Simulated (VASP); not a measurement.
# C (C2) in VASP: a series of runs, part 2 of 2

VASP 6.6.1.

## Step 3: Single point, PBE (the part above a cut slid along it)

INCAR reads:

```
PREC = Accurate
ENCUT = 520
EDIFF = 1E-7
ISMEAR = 0
SIGMA = 0.05
LREAL = Auto
LASPH = True
NELM = 80
ALGO = Normal
ISIF = 2
LWAVE = False
LCHARG = False
GGA = PE
NBANDS = 46
```

KPOINTS reads:

```
Automatic mesh
0
Gamma
  10 10 2
```

POSCAR reads:

```
C
1.0
   -2.5180184914      0.0000000000      0.0000000000
   -1.2590092457     -2.1806679808      0.0000000000
   -1.0072073966      0.0000000000     16.6091763648
C
16
Direct
   -0.2685936328      0.0000000000      0.6714840821
   -0.0685936328      0.0000000000      0.1714840821
   -0.3685936328      1.0000000000      0.9214840821
   -0.1685936328      1.0000000000      0.4214840821
   -0.3314063672      0.0000000000      0.8285159179
   -0.1314063672      0.0000000000      0.3285159179
   -0.0314063672      1.0000000000      0.0785159179
   -0.2314063672      1.0000000000      0.5785159179
    0.0522276208      0.3333333333      0.7027642813
    0.2522276208      0.3333333333      0.2027642813
    0.2855609541      0.6666666667      0.9527642813
    0.4855609541      0.6666666667      0.4527642813
    0.0144390459      0.3333333333      0.7972357187
    0.2144390459      0.3333333333      0.2972357187
    0.6477723792      0.6666666667      0.0472357187
    0.4477723792      0.6666666667      0.5472357187
```

Potentials or basis: VASP PAW PBE potentials, release 64 (C).

On the command line:

```bash
$ cat potpaw_PBE.64/C/POTCAR > POTCAR
$ mpirun -np 1 vasp_std > vasp.out
```

Wall time 3.4 min (1 thread of Intel Xeon 6975P-C (Granite Rapids), shared host); peak memory 0.3 GiB.

It converged, with:

* Free energy: -142.0353 eV
* Pressure: 2.3 GPa
* Largest force: 4.819 eV/Å
* Band gap on the k mesh: 1.05 eV (least direct gap 2.63 eV)

Forces in eV/Å, atoms in the order of the input:
```
C   -0.005 -0.003  0.008
C    0.454 -0.225  0.360
C   -0.133 -0.516 -0.068
C   -0.002  0.001 -0.002
C   -0.454 -0.225 -0.360
C    0.005 -0.003 -0.008
C    0.133 -0.516  0.068
C    0.002  0.001  0.002
C   -0.047 -0.009 -0.023
C    0.003  0.001 -0.016
C   -4.256  0.751 -2.133
C    0.002  0.001  0.007
C   -0.003  0.001  0.016
C    0.047 -0.009  0.023
C    4.256  0.751  2.133
C   -0.002  0.001 -0.007
```

Stress tensor (GPa, compression positive):
```
-5.92  0.00 17.89
 0.00  2.23  0.00
17.89  0.00 10.62
```

Levels at points of the mesh, in eV from the valence-band top:
```
           k point  band 29  band 30  band 31  band 32  band 33  band 34  band 35  band 36
(0.00, 0.00, 0.00)    -0.58    -0.41    -0.33     0.00     4.81     5.16     5.28     5.32
(0.50, 0.00, 0.00)    -4.22    -3.81    -3.33    -1.58     1.05     4.44     4.71     4.92
(0.00, 0.50, 0.00)    -4.44    -3.55    -3.39    -3.17     3.44     4.47     4.72     5.13
(0.00, 0.00, 0.50)    -0.65    -0.47    -0.38    -0.30     5.01     5.09     5.25     5.46
(0.50, 0.00, 0.50)    -4.24    -3.74    -3.35    -1.60     1.06     4.47     4.62     5.09
(0.00, 0.50, 0.50)    -4.04    -3.89    -3.26    -3.26     3.45     4.45     4.74     5.16
```

Caveat: the cell differs from its parent crystal (the part above a cut slid along it); the stress differs along the axes, from -6 to 11 GPa; forces of over 1 eV/Å act on the atoms, so gaps and moduli don't describe the material at rest.

## Step 4: Single point, PBE (the part above a cut slid along it)

INCAR reads:

```
SYSTEM = C
ALGO     = Normal         ! electronic algorithm
EDIFF    = 1E-6           ! SCF threshold, eV
ENCUT    = 520            ! plane-wave cutoff, eV
GGA      = PE             ! functional
ISIF     = 2              ! what is computed and relaxed
ISMEAR   = 0              ! smearing method
LASPH    = .TRUE.         ! aspherical terms in the spheres
LCHARG   = .TRUE.         ! write CHGCAR
LELF     = .TRUE.         ! ELF
LREAL    = Auto         
LVHAR    = .TRUE.       
LWAVE    = .FALSE.        ! write WAVECAR
NBANDS   = 46             ! bands
NELM     = 100            ! most SCF steps
PREC     = Accurate       ! precision mode
SIGMA    = 0.05           ! smearing width, eV
```

KPOINTS reads:

```
k-points
0
G
  10 10 2
  0 0 0
```

POSCAR reads:

```
C
1.0
   -2.5180184914      0.0000000000      0.0000000000
   -1.2590092457     -2.1806679808      0.0000000000
   -0.2518018491      0.0000000000     16.6091763648
C
16
Direct
   -0.0671484082      0.0000000000      0.6714840821
   -0.0171484082      0.0000000000      0.1714840821
   -0.0921484082      1.0000000000      0.9214840821
   -0.0421484082      1.0000000000      0.4214840821
   -0.0828515918      0.0000000000      0.8285159179
   -0.0328515918      0.0000000000      0.3285159179
   -0.0078515918      1.0000000000      0.0785159179
   -0.0578515918      1.0000000000      0.5785159179
    0.2630569052      0.3333333333      0.7027642813
    0.3130569052      0.3333333333      0.2027642813
    0.5713902385      0.6666666667      0.9527642813
    0.6213902385      0.6666666667      0.4527642813
    0.2536097615      0.3333333333      0.7972357187
    0.3036097615      0.3333333333      0.2972357187
    0.6619430948      0.6666666667      0.0472357187
    0.6119430948      0.6666666667      0.5472357187
```

Potentials or basis: VASP PAW PBE potentials, release 64 (C).

On the command line:

```bash
$ cat potpaw_PBE.64/C/POTCAR > POTCAR
$ mpirun -np 1 vasp_std > vasp.out
```

OUTCAR:

```text
SYSTEM = C
   EDIFF = 1E-6
   ENCUT = 520
   GGA = PE
   ISIF = 2
   ISMEAR = 0
   LASPH = .TRUE.
   LREAL = Auto
   NELM = 100
   PREC = Accurate

 ion  position               nearest neighbor table
   1  0.933  0.000  0.671-   9 1.54   9 1.54   9 1.54   8 1.54
   2  0.983  0.000  0.171-  10 1.54  10 1.54  10 1.54   7 1.54
   3  0.908  0.000  0.921-  11 1.54  11 1.54  11 1.54   5 1.54
   4  0.958  0.000  0.421-  12 1.54  12 1.54  12 1.54   6 1.54
   5  0.917  0.000  0.829-  13 1.54  13 1.54  13 1.54   3 1.54
[... 1373 lines left out ...]
  Total        0.0564606      0.5083537      0.4902541      0.0000000      0.0000000      3.8138005
  in kB        0.9918810      8.9305880      8.6126186      0.0000000      0.0000000     66.9995672
  external PRESSURE =       6.1783625 kB  Pullay stress =       0.0000000 kB

 VOLUME and BASIS-vectors are now :
 -----------------------------------------------------------------------------
  energy-cutoff  :      520.00
  volume of cell :       91.20
      direct lattice vectors                 reciprocal lattice vectors
    -2.518018491  0.000000000  0.000000000    -0.397137671  0.229287541 -0.006020768
    -1.259009246 -2.180667981  0.000000000     0.000000000 -0.458575083  0.000000000
    -0.251801849  0.000000000 16.609176365     0.000000000  0.000000000  0.060207681

 POSITION                                       TOTAL-FORCE (eV/Angst)
 -----------------------------------------------------------------------------------
     -2.51802      0.00000     11.15280         0.000237     -0.001552      0.001939
     -2.51802      0.00000      2.84821         0.178450     -0.009637      0.027613
     -2.51802      0.00000     15.30509         0.016085     -0.056712      0.004762
     -2.51802      0.00000      7.00050         0.004371      0.000024      0.000655
     -2.51802      0.00000     13.76097        -0.178450     -0.009637     -0.027613
     -2.51802      0.00000      5.45638        -0.000237     -0.001552     -0.001939
[... 8 lines left out ...]
     -2.51802     -1.45378      0.78455         1.687349      0.067780     -0.013481
     -2.51802     -1.45378      9.08913         0.001863      0.001730     -0.005828
 -----------------------------------------------------------------------------------
    total drift:                                0.000000      0.008680      0.000000

  FREE ENERGIE OF THE ION-ELECTRON SYSTEM (eV)
  ---------------------------------------------------
  free  energy   TOTEN  =      -145.1099661396 eV

  energy  without entropy=     -145.1099661396  energy(sigma->0) =     -145.10996614
```

Wall time 2.8 min (1 thread of Intel Xeon 6975P-C (Granite Rapids), shared host); peak memory 0.3 GiB.

Results:

```
Free energy            : -145.1100 eV
Pressure               : 0.6 GPa
Largest force          : 1.689 eV/Å
Band gap on the k mesh : 4.45 eV
```

Forces on the atoms (eV/Å):
```
C    0.000 -0.002  0.002
C    0.178 -0.010  0.028
C    0.016 -0.057  0.005
C    0.004  0.000  0.001
C   -0.178 -0.010 -0.028
C    0.000 -0.002 -0.002
C   -0.016 -0.057 -0.005
C   -0.004  0.000 -0.001
C   -0.014 -0.001  0.000
C    0.001 -0.001  0.001
C   -1.687  0.068  0.013
C   -0.002  0.002  0.006
C   -0.001 -0.001 -0.001
C    0.014 -0.001  0.000
C    1.687  0.068 -0.013
C    0.002  0.002 -0.006
```

Stress tensor (GPa, compression positive):
```
0.10 0.00 6.70
0.00 0.89 0.00
6.70 0.00 0.86
```

Levels at points of the mesh, in eV from the valence-band top:
```
           k point  band 29  band 30  band 31  band 32  band 33  band 34  band 35  band 36
(0.00, 0.00, 0.00)    -0.68    -0.26    -0.07     0.00     5.22     5.26     5.41     5.95
(0.50, 0.00, 0.00)    -3.78    -3.69    -3.56    -3.00     4.55     4.84     4.91     5.28
(0.00, 0.50, 0.00)    -3.88    -3.68    -3.52    -3.00     4.58     4.88     4.95     5.52
(0.00, 0.00, 0.50)    -0.27    -0.24    -0.23    -0.23     5.43     5.44     5.47     5.49
(0.50, 0.00, 0.50)    -4.06    -3.88    -3.19    -3.19     4.61     4.64     5.21     5.35
(0.00, 0.50, 0.50)    -4.05    -3.95    -3.19    -3.17     4.63     4.69     5.32     5.38
```

Caveat: the cell differs from its parent crystal (the part above a cut slid along it); forces of over 1 eV/Å act on the atoms, so gaps and moduli don't describe the material at rest. A k mesh can miss the band edges.

## Step 5: Single point, PBE (the part above a cut slid along it)

INCAR: that of step 4 with these lines changed.

```diff
@@ -2,3 +2,3 @@
 ALGO     = Normal         ! electronic algorithm
-EDIFF    = 1E-6           ! SCF threshold, eV
+EDIFF    = 1E-7           ! SCF threshold, eV
 ENCUT    = 520            ! plane-wave cutoff, eV
@@ -14,3 +14,3 @@
 NBANDS   = 46             ! bands
-NELM     = 100            ! most SCF steps
+NELM     = 80             ! most SCF steps
 PREC     = Accurate       ! precision mode
```

KPOINTS is that of step 4.

POSCAR reads:

```
C
1.0
   -2.5180184914      0.0000000000      0.0000000000
   -1.2590092457     -2.1806679808      0.0000000000
   -0.7554055474      0.0000000000     16.6091763648
C
16
Direct
   -0.2014452246      0.0000000000      0.6714840821
   -0.0514452246      0.0000000000      0.1714840821
   -0.2764452246      1.0000000000      0.9214840821
   -0.1264452246      1.0000000000      0.4214840821
   -0.2485547754      0.0000000000      0.8285159179
   -0.0985547754      0.0000000000      0.3285159179
   -0.0235547754      1.0000000000      0.0785159179
   -0.1735547754      1.0000000000      0.5785159179
    0.1225040489      0.3333333333      0.7027642813
    0.2725040489      0.3333333333      0.2027642813
    0.3808373823      0.6666666667      0.9527642813
    0.5308373823      0.6666666667      0.4527642813
    0.0941626177      0.3333333333      0.7972357187
    0.2441626177      0.3333333333      0.2972357187
    0.6524959511      0.6666666667      0.0472357187
    0.5024959511      0.6666666667      0.5472357187
```

On the command line:

```bash
$ cat potpaw_PBE.64/C/POTCAR > POTCAR
$ mpirun -np 1 vasp_std > vasp.out
```

It took 3 min on 1 thread of Intel Xeon 6975P-C (Granite Rapids), shared host; peak memory 0.3 GiB.

The run converged. Its results:

* Free energy: -143.3154 eV
* Pressure: 1.2 GPa
* Largest force: 4.485 eV/Å
* Band gap on the k mesh: 2.61 eV (least direct gap 4.93 eV)

Forces in eV/Å, atoms in the order of the input:
```
C    0.002 -0.001  0.003
C    0.449 -0.104  0.215
C   -0.074 -0.360  0.002
C    0.004  0.001  0.005
C   -0.449 -0.104 -0.215
C   -0.002 -0.001 -0.003
C    0.074 -0.360 -0.002
C   -0.004  0.001 -0.005
C   -0.045 -0.007 -0.010
C   -0.004 -0.004 -0.005
C   -4.365  0.474 -0.913
C    0.000  0.001  0.009
C    0.004 -0.004  0.005
C    0.045 -0.007  0.010
C    4.365  0.474  0.913
C    0.000  0.001 -0.009
```

Stress tensor (GPa, compression positive):
```
-3.68  0.00 17.62
 0.00  1.91  0.00
17.62  0.00  5.47
```

Levels at points of the mesh, in eV from the valence-band top:
```tsv
k point	band 29	band 30	band 31	band 32	band 33	band 34	band 35	band 36
(0.00, 0.00, 0.00)	-0.70	-0.39	-0.29	0.00	4.93	5.17	5.29	5.51
(0.50, 0.00, 0.00)	-4.11	-3.81	-3.30	-2.51	2.63	4.45	4.76	4.87
(0.00, 0.50, 0.00)	-4.31	-3.68	-3.42	-3.12	4.49	4.50	4.80	5.10
(0.00, 0.00, 0.50)	-0.57	-0.41	-0.37	-0.34	5.15	5.19	5.29	5.44
(0.50, 0.00, 0.50)	-4.22	-3.67	-3.33	-2.54	2.65	4.50	4.60	5.18
(0.00, 0.50, 0.50)	-4.19	-3.91	-3.29	-3.23	4.46	4.57	4.73	5.24
```

Caveat: the cell differs from its parent crystal (the part above a cut slid along it); the stress differs along the axes, from -4 to 5 GPa; forces of over 1 eV/Å act on the atoms, so gaps and moduli don't describe the material at rest.

## Step 6: Summary

```csv
cell,gap on the mesh (eV),pressure (GPa),largest force (eV/Å)
"a = 2.518, b = 2.518, c = 16.617 Å, angles 89.1, 88.3, 60.0°, 16 atoms",3.99,0.6,3.28
"a = 2.518, b = 2.518, c = 16.640 Å, angles 88.3, 86.5, 60.0°, 16 atoms",1.05,2.3,4.82
"a = 2.518, b = 2.518, c = 16.611 Å, angles 89.6, 89.1, 60.0°, 16 atoms",4.45,0.6,1.69
"a = 2.518, b = 2.518, c = 16.626 Å, angles 88.7, 87.4, 60.0°, 16 atoms",2.61,1.2,4.48
```

Alike in all rows: task single point; level PBE; potentials or basis VASP PAW PBE potentials, release 64 (C); no spin polarisation; k mesh 10 × 10 × 2; cutoff (eV) 520; smearing gaussian 0.05 eV.

Caveats: forces of over 1 eV/Å act on the atoms, so gaps and moduli don't describe the material at rest; the stress differs along the axes, from -6 to 11 GPa (at least some runs); the stress differs along the axes, from -4 to 5 GPa (at least some runs).

Total energies depend on the potentials used, so only differences within one code and one set of settings carry meaning.
